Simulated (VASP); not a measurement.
# Ga (P2_1/m) in VASP: further runs

Aim: see how the results for Ga move with the level of theory and the settings. Levels: PBE, LDA. Tasks: single point.

Everything below comes from runs of VASP 6.6.1. Logs are shortened: lines on timing, memory, paths and dates and some standing lists are left out, and cuts for length are marked.

### 1 The cell of the first run

Symmetry: P2_1/m, No. 11, monoclinic system. Conventional cell: a = 2.722 Å, b = 3.215 Å, c = 4.124 Å, α = 90.00°, β = 108.61°, γ = 90.00°. Ga (site symmetry m) has 10 Ga at 2.65 to 3.21 Å within 3.5 Å.

### 2 Single point, PBE

INCAR reads:

```
SYSTEM = Ga
PREC     = Accurate       ! precision mode
ENCUT    = 520            ! plane-wave cutoff, eV
EDIFF    = 1E-6           ! SCF threshold, eV
ISMEAR   = -1             ! smearing method
SIGMA    = 0.05           ! smearing width, eV
LREAL    = .FALSE.        ! projectors in reciprocal space
LASPH    = .TRUE.         ! aspherical terms in the spheres
NELM     = 100            ! most SCF steps
ALGO     = Normal         ! electronic algorithm
ISIF     = 2              ! what is computed and relaxed
LWAVE    = .FALSE.        ! write WAVECAR
LCHARG   = .TRUE.         ! write CHGCAR
GGA      = PE             ! functional
LELF     = .TRUE.         ! ELF
LVHAR    = .TRUE.       
NBANDS   = 20             ! bands
```

KPOINTS reads:

```
regular mesh
0
G
  10 8 7
  0 0 0
```

POSCAR reads:

```
Ga
1.0
    2.7217036785      0.0000000000      0.0000000000
    0.0000000000      3.2146183849      0.0000000000
   -1.3160064422      0.0000000000      3.9088161735
Ga
2
Direct
    0.1345962700      0.7500000000      0.7701668300
    0.8654037300      0.2500000000      0.2298331700
```

Potentials or basis: VASP PAW PBE potentials, release 64 (Ga_d).

Command:

```sh
cat potpaw_PBE.64/Ga_d/POTCAR > POTCAR
mpirun -np 1 vasp_std > vasp.out
```

OUTCAR:

```text
SYSTEM = Ga
   PREC = Accurate
   ENCUT = 520
   EDIFF = 1E-6
   ISMEAR = -1
   LREAL = .FALSE.
   LASPH = .TRUE.
   NELM = 100
   ISIF = 2
   GGA = PE

 ion  position               nearest neighbor table
   1  0.135  0.750  0.770-   2 2.65   2 2.65   2 2.76   2 2.76   2 2.78   2 2.78
   2  0.865  0.250  0.230-   1 2.65   1 2.65   1 2.76   1 2.76   1 2.78   1 2.78

  LATTYP: Found a simple monoclinic cell.
 ALAT       =     2.7217036785
 B/A-ratio  =     1.1811052064
 C/A-ratio  =     1.5153762184
 COS(beta)  =    -0.3190778872

  Lattice vectors:

 A1 = (   2.7217036785,   0.0000000000,   0.0000000000)
 A2 = (   0.0000000000,   3.2146183849,   0.0000000000)
 A3 = (  -1.3160064422,   0.0000000000,   3.9088161735)

Analysis of symmetry for initial positions (statically):
=====================================================================
 Subroutine PRICEL returns:
 Original cell was already a primitive cell.

 Routine SETGRP: Setting up the symmetry group for a
 simple monoclinic supercell.

 Subroutine GETGRP returns: Found  4 space group operations
 (whereof  2 operations were pure point group operations)
 out of a pool of  4 trial point group operations.

The static configuration has the point symmetry S_2 .
 The point group associated with its full space group is C_2h.

Analysis of symmetry for dynamics (positions and initial velocities):
=====================================================================
 Subroutine PRICEL returns:
 Original cell was already a primitive cell.

 Routine SETGRP: Setting up the symmetry group for a
 simple monoclinic supercell.

 Subroutine GETGRP returns: Found  4 space group operations
 (whereof  2 operations were pure point group operations)
 out of a pool of  4 trial point group operations.

The dynamic configuration has the point symmetry S_2 .
 The point group associated with its full space group is C_2h.

 Subroutine INISYM returns: Found  4 space group operations
 (whereof  2 operations are pure point group operations),
 and found     1 'primitive' translations

----------------------------------------------------------------------------------------

                                     Primitive cell

  volume of cell :      34.1992

  direct lattice vectors                    reciprocal lattice vectors
     2.721703678  0.000000000  0.000000000     0.367416926  0.000000000  0.123700635
     0.000000000  3.214618385  0.000000000     0.000000000  0.311078915  0.000000000
    -1.316006442  0.000000000  3.908816173     0.000000000  0.000000000  0.255831934

  length of vectors
     2.721703678  3.214618385  4.124405028     0.387681628  0.311078915  0.255831934

  position of ions in fractional coordinates (direct lattice)
     0.134596270  0.750000000  0.770166830
     0.865403730  0.250000000  0.229833170

  ion indices of the primitive-cell ions
   primitive index   ion index
                 1           1
                 2           2

----------------------------------------------------------------------------------------

 KPOINTS: regular mesh

Automatic generation of k-mesh.
 Grid dimensions read from file:
 generate k-points for:   10    8    7

 Generating k-lattice:

  Cartesian coordinates                     Fractional coordinates (reciprocal lattice)
     0.036741693  0.000000000  0.012370063     0.100000000  0.000000000  0.000000000
     0.000000000  0.038884864  0.000000000     0.000000000  0.125000000  0.000000000
     0.000000000  0.000000000  0.036547419     0.000000000  0.000000000  0.142857143

  Length of vectors
     0.038768163  0.038884864  0.036547419

  Shift w.r.t. Gamma in fractional coordinates (k-lattice)
     0.000000000  0.000000000  0.000000000

 Subroutine IBZKPT returns following result:
 ===========================================

 Found    180 irreducible k-points:

 Following reciprocal coordinates:
            Coordinates               Weight
  0.000000  0.000000  0.000000      1.000000
  0.100000  0.000000  0.000000      2.000000
  0.200000  0.000000  0.000000      2.000000
  0.300000  0.000000 -0.000000      2.000000
  0.400000  0.000000  0.000000      2.000000
  0.500000  0.000000  0.000000      1.000000
[... 16 lines left out ...]
  0.400000  0.375000  0.000000      4.000000
  0.500000  0.375000  0.000000      2.000000
 [... further k-points ...]
   k-points           NKPTS =    180   k-points in BZ     NKDIM =    180   number of bands    NBANDS=     20
   number of dos      NEDOS =    301   number of ions     NIONS =      2
   total plane-waves  NPLWV =  15360
   dimension x,y,z NGX =    20 NGY =   24 NGZ =   32
   dimension x,y,z NGXF=    40 NGYF=   48 NGZF=   64
   ions per type =               2
   NGX,Y,Z   is equivalent  to a cutoff of  12.22, 12.41, 12.90 a.u.
   NGXF,Y,Z  is equivalent  to a cutoff of  24.43, 24.82, 25.80 a.u.
 SYSTEM =  Ga
   PREC   = accura    normal or accurate (medium, high low for compatibility)
   ISTART =      0    job   : 0-new  1-cont  2-samecut
   ICHARG =      2    charge: 1-file 2-atom 10-const
   ISPIN  =      1    spin polarized calculation?
   LNONCOLLINEAR =      F non collinear calculations
   LSORBIT =      F    spin-orbit coupling
   LASPH  =      T    aspherical Exc in radial PAW
   ENCUT  =  520.0 eV  38.22 Ry    6.18 a.u.   5.06  5.98  7.67*2*pi/ulx,y,z
   NELM   =    100;   NELMIN=  2; NELMDL= -5     # of ELM steps
   EDIFF  = 0.1E-05   stopping-criterion for ELM
   LREAL  =      F    real-space projection
   EDIFFG = 0.1E-04   stopping-criterion for IOM
   NSW    =      0    number of steps for IOM
   IBRION =     -1    ionic relax: 0-MD 1-quasi-New 2-CG
   NFREE  =      0    steps in history (QN), initial steepest desc. (CG)
   ISIF   =      2    stress and relaxation
   ISYM   =      2    0-nonsym 1-usesym 2-fastsym
   POTIM  = 0.5000    time-step for ionic-motion
   TEBEG  =    0.0;   TEEND  =   0.0 temperature during run
   PSTRESS=    0.0 pullay stress
   NELECT =      26.0000    total number of electrons
   NUPDOWN=      -1.0000    fix difference up-down
   EMIN   =  10.00;   EMAX   =-10.00  energy-range for DOS
   EFERMI =   0.00;   METHOD = LEGACY
   ISMEAR =    -1;   SIGMA  =   0.05  broadening in eV -4-tet -1-fermi 0-gaus
   EFERMI_NEDOS =   21; number of points for ismear=-14 and -15
   IALGO  =     38    algorithm
   IMIX   =      4    mixing-type and parameters
     AMIX     =   0.40;   BMIX     =  1.00
     AMIX_MAG =   1.60;   BMIX_MAG =  1.00
  volume/ion in A,a.u.               =      17.10       115.39
  Fermi-wavevector in a.u.,A,eV,Ry     =   1.494150  2.823534 30.374779  2.232483
  Thomas-Fermi vector in A             =   2.606459
   LORBIT       =      0    0 simple, 1 ext, 2 COOP (PROOUT), +10 PAW based schemes
   GGA     = PE    functional components
   LHFCALC =     F    Hartree Fock is set to
   AEXX    =    0.0000 exact exchange contribution
   IVDW    =     0    specifies the selected vdW correction
   LEPSILON=     F    determine dielectric tensor
   LRPA    =     F    only Hartree local field effects (RPA)
 non-spin polarized calculation
  energy-cutoff  :      520.00
  volume of cell :       34.20
 maximum number of plane-waves:       934
   NGX = 11   NGY = 11   NGZ = 15

 number of electron      26.0000013 magnetization

 Free energy of the ion-electron system (eV)
  ---------------------------------------------------
  ext. energy  EPLUGINS =         0.00000000
  ---------------------------------------------------
  free energy    TOTEN  =        -5.70229888 eV

  energy without entropy =       -5.69738340  energy(sigma->0) =       -5.69984114

 E-fermi :   6.4913     XC(G=0): -11.4674

 val. band max:        6.4744558238   @ k =  -0.3000   0.1250   0.1429
 cond. band min:       6.4916047539   @ k =   0.1000   0.2500   0.4286
 fundamental gap:      0.0171489301
 Fermi energy:         6.4912694910

 k-point     1 :       0.0000    0.0000    0.0000
  band No.  band energies     occupation
      1      -8.8431      2.00000
      2      -8.8253      2.00000
      3      -8.7699      2.00000
      4      -8.7515      2.00000
      5      -8.4540      2.00000
      6      -8.4497      2.00000
[... 12 lines left out ...]
     19      18.0869      0.00000
     20      19.8369      0.00000

 k-point     2 :       0.1000    0.0000    0.0000
  band No.  band energies     occupation
      1      -8.8249      2.00000
      2      -8.8167      2.00000
      3      -8.7497      2.00000
      4      -8.7051      2.00000
      5      -8.4699      2.00000
      6      -8.4699      2.00000
[... 12 lines left out ...]
     19      18.5002      0.00000
     20      21.3458      0.00000

 k-point     3 :       0.2000    0.0000    0.0000
  band No.  band energies     occupation
      1      -8.7954      2.00000
      2      -8.7854      2.00000
      3      -8.6892      2.00000
      4      -8.6075      2.00000
      5      -8.5236      2.00000
      6      -8.5051      2.00000
[... 12 lines left out ...]
     19      18.7138      0.00000
     20      22.4845      0.00000

 k-point     4 :       0.3000    0.0000   -0.0000
  band No.  band energies     occupation
      1      -8.7727      2.00000
      2      -8.7473      2.00000
      3      -8.6434      2.00000
      4      -8.6129      2.00000
      5      -8.5928      2.00000
      6      -8.4589      2.00000
[... 12 lines left out ...]
     19      18.9976      0.00000
     20      20.9813      0.00000

 k-point     5 :       0.4000    0.0000    0.0000
  band No.  band energies     occupation
      1      -8.7579      2.00000
      2      -8.7468      2.00000
      3      -8.6522      2.00000
      4      -8.6483      2.00000
      5      -8.6205      2.00000
      6      -8.4678      2.00000
[... 12 lines left out ...]
     19      18.0262      0.00000
     20      19.4908      0.00000
[... 353 lines left out ...]
      6      -8.5307      2.00000
[... 12 lines left out ...]
     19      16.5217      0.00000
     20      18.4119      0.00000

 k-point    22 :       0.3000    0.3750   -0.0000
  band No.  band energies     occupation
      1      -8.7987      2.00000
      2      -8.7362      2.00000
      3      -8.6837      2.00000
      4      -8.6062      2.00000
      5      -8.5184      2.00000
      6      -8.5059      2.00000
[... 12 lines left out ...]
     19      14.8545      0.00000
     20      16.9170      0.00000

 k-point    23 :       0.4000    0.3750    0.0000
  band No.  band energies     occupation
      1      -8.8206      2.00000
      2      -8.7384      2.00000
      3      -8.7340      2.00000
      4      -8.6593      2.00000
      5      -8.5177      2.00000
      6      -8.4560      2.00000
[... 12 lines left out ...]
     19      15.2938      0.00000
     20      18.2687      0.00000

 k-point    24 :       0.5000    0.3750    0.0000
  band No.  band energies     occupation
      1      -8.8298      2.00000
      2      -8.7605      2.00000
      3      -8.7177      2.00000
      4      -8.6983      2.00000
      5      -8.5189      2.00000
      6      -8.4311      2.00000
[... 12 lines left out ...]
     19      17.3746      0.00000
     20      18.0554      0.00000

 [... further k-points ...]

------------------------ aborting loop because EDIFF is reached ----------------------------------------

  FORCE on cell =-STRESS in cart. coord.  units (eV):
  Direction    XX          YY          ZZ          XY          YZ          ZX
  --------------------------------------------------------------------------------------
  -------------------------------------------------------------------------------------
  Total        1.8219601      1.3630936      1.7056312      0.0000000      0.0000000     -0.0943775
  in kB       85.3559784     63.8587991     79.9061499      0.0000000      0.0000000     -4.4214357
  external PRESSURE =      76.3736425 kB  Pullay stress =       0.0000000 kB

 VOLUME and BASIS-vectors are now :
 -----------------------------------------------------------------------------
  energy-cutoff  :      520.00
  volume of cell :       34.20
      direct lattice vectors                 reciprocal lattice vectors
     2.721703678  0.000000000  0.000000000     0.367416926  0.000000000  0.123700635
     0.000000000  3.214618385  0.000000000     0.000000000  0.311078915  0.000000000
    -1.316006442  0.000000000  3.908816173     0.000000000  0.000000000  0.255831934

 POSITION                                       TOTAL-FORCE (eV/Angst)
 -----------------------------------------------------------------------------------
     -0.64721      2.41096      3.01044        -0.002365      0.000000     -0.111675
      2.05291      0.80365      0.89838         0.002365     -0.000000      0.111675
 -----------------------------------------------------------------------------------
    total drift:                               -0.000000      0.000000      0.000000

  FREE ENERGIE OF THE ION-ELECTRON SYSTEM (eV)
  ---------------------------------------------------
  free  energy   TOTEN  =        -5.7022988777 eV

  energy  without entropy=       -5.6973834032  energy(sigma->0) =       -5.69984114
```

Wall time 28 s (1 thread of Intel Xeon 6975P-C (Granite Rapids), shared host); peak memory 0.21 GiB.

What came out:

* Free energy: -5.7023 eV
* Pressure: 7.6 GPa
* Largest force: 0.112 eV/Å
* Band gap on the k mesh: zero (bands 13 and 14 overlap by 8.78 eV)

Forces on the atoms (eV/Å):
```
Ga  -0.002  0.000 -0.112
Ga   0.002  0.000  0.112
```

Levels at points of the mesh, in eV from the Fermi level:
| k point | band 9 | band 10 | band 11 | band 12 | band 13 | band 14 | band 15 | band 16 | band 17 | band 18 |
| --- | --- | --- | --- | --- | --- | --- | --- | --- | --- | --- |
| (0.00, 0.00, 0.00) | -14.87 | -14.71 | -11.93 | -2.30 | -1.30 | 1.82 | 5.71 | 9.60 | 10.80 | 11.16 |
| (0.50, 0.00, 0.00) | -14.77 | -14.75 | -6.46 | -5.61 | -1.56 | 0.30 | 6.47 | 6.95 | 9.09 | 9.70 |
| (0.00, 0.50, 0.00) | -14.78 | -14.78 | -8.17 | -8.17 | 1.74 | 1.74 | 2.81 | 2.81 | 12.13 | 12.13 |
| (0.50, 0.50, 0.00) | -14.74 | -14.74 | -3.00 | -3.00 | -1.80 | -1.80 | 2.20 | 2.20 | 4.70 | 4.70 |

Caveat: the cell stands under pressure.

### 3 Single point, LDA

This run uses another cell than the first one, of 17.46 Å³/atom.

INCAR reads:

```
PREC     = Accurate       # precision mode
ENCUT    = 520            # plane-wave cutoff, eV
EDIFF    = 1E-7           # SCF threshold, eV
ISMEAR   = -1             # smearing method
SIGMA    = 0.05           # smearing width, eV
LREAL    = F              # projectors in reciprocal space
LASPH    = T              # aspherical terms in the spheres
NELM     = 80             # most SCF steps
ALGO     = Fast           # electronic algorithm
ISIF     = 2              # what is computed and relaxed
LWAVE    = F              # write WAVECAR
LCHARG   = F              # write CHGCAR
NBANDS   = 20             # bands
```

KPOINTS reads:

```
Automatic mesh
0
Gamma
  10 8 7
```

POSCAR reads:

```
Ga
1.0
    2.7408712373      0.0000000000      0.0000000000
    0.0000000000      3.2372572885      0.0000000000
   -1.3252743986      0.0000000000      3.9363439549
Ga
2
Direct
    0.1345962700      0.7500000000      0.7701668300
    0.8654037300      0.2500000000      0.2298331700
```

Potentials or basis: VASP PAW LDA potentials, release 64 (Ga_d).

Command:

```sh
cat potpaw_LDA.64/Ga_d/POTCAR > POTCAR
mpirun -np 1 vasp_std > vasp.out
```

OUTCAR:

```text
PREC = Accurate
   ENCUT = 520
   EDIFF = 1E-7
   ISMEAR = -1
   LREAL = F
   LASPH = T
   NELM = 80
   ISIF = 2

 ion  position               nearest neighbor table
   1  0.135  0.750  0.770-   2 2.67   2 2.67   2 2.78   2 2.78   2 2.80   2 2.80
   2  0.865  0.250  0.230-   1 2.67   1 2.67   1 2.78   1 2.78   1 2.80   1 2.80

  LATTYP: Found a simple monoclinic cell.
 ALAT       =     2.7408712373
 B/A-ratio  =     1.1811052064
 C/A-ratio  =     1.5153762184
 COS(beta)  =    -0.3190778872

  Lattice vectors:
[... 743 lines left out ...]

  FORCE on cell =-STRESS in cart. coord.  units (eV):
  Direction    XX          YY          ZZ          XY          YZ          ZX
  --------------------------------------------------------------------------------------
  -------------------------------------------------------------------------------------
  Total        0.0702508     -0.2170346     -0.0120660      0.0000000      0.0000000     -0.0913868
  in kB        3.2225729     -9.9559046     -0.5534986      0.0000000      0.0000000     -4.1921333
  external PRESSURE =      -2.4289434 kB  Pullay stress =       0.0000000 kB

 VOLUME and BASIS-vectors are now :
 -----------------------------------------------------------------------------
  energy-cutoff  :      520.00
  volume of cell :       34.93
      direct lattice vectors                 reciprocal lattice vectors
     2.740871237  0.000000000  0.000000000     0.364847493  0.000000000  0.122835567
     0.000000000  3.237257288  0.000000000     0.000000000  0.308903467  0.000000000
    -1.325274399  0.000000000  3.936343955     0.000000000  0.000000000  0.254042841

 POSITION                                       TOTAL-FORCE (eV/Angst)
 -----------------------------------------------------------------------------------
     -0.65177      2.42794      3.03164        -0.010866      0.000000     -0.079570
      2.06737      0.80931      0.90470         0.010866     -0.000000      0.079570
 -----------------------------------------------------------------------------------
    total drift:                               -0.000000      0.000000      0.000000

  FREE ENERGIE OF THE ION-ELECTRON SYSTEM (eV)
  ---------------------------------------------------
  free  energy   TOTEN  =        -7.1769097716 eV

  energy  without entropy=       -7.1727219579  energy(sigma->0) =       -7.17481586
```

Wall time 38 s (1 thread of Intel Xeon 6975P-C (Granite Rapids), shared host); peak memory 0.2 GiB.

What came out:

| Property | Result |
| --- | --- |
| Free energy | -7.1769 eV |
| Pressure | -0.2 GPa |
| Largest force | 0.080 eV/Å |
| Band gap on the k mesh | zero (bands 13 and 14 overlap by 8.55 eV) |

Forces in eV/Å, atoms in the order of the input:
```
Ga  -0.011  0.000 -0.080
Ga   0.011  0.000  0.080
```

Levels at points of the mesh, in eV from the Fermi level:
```
           k point  band 9  band 10  band 11  band 12  band 13  band 14  band 15  band 16  band 17  band 18
(0.00, 0.00, 0.00)  -14.89   -14.74   -11.72    -2.18    -1.40     1.81     5.79     9.40    10.59    10.89
(0.50, 0.00, 0.00)  -14.80   -14.77    -6.40    -5.46    -1.47     0.26     6.31     6.76     8.93     9.50
(0.00, 0.50, 0.00)  -14.81   -14.81    -8.04    -8.04     1.76     1.76     2.78     2.78    11.81    11.81
(0.50, 0.50, 0.00)  -14.77   -14.77    -2.97    -2.97    -1.77    -1.77     2.20     2.20     4.71     4.71
```
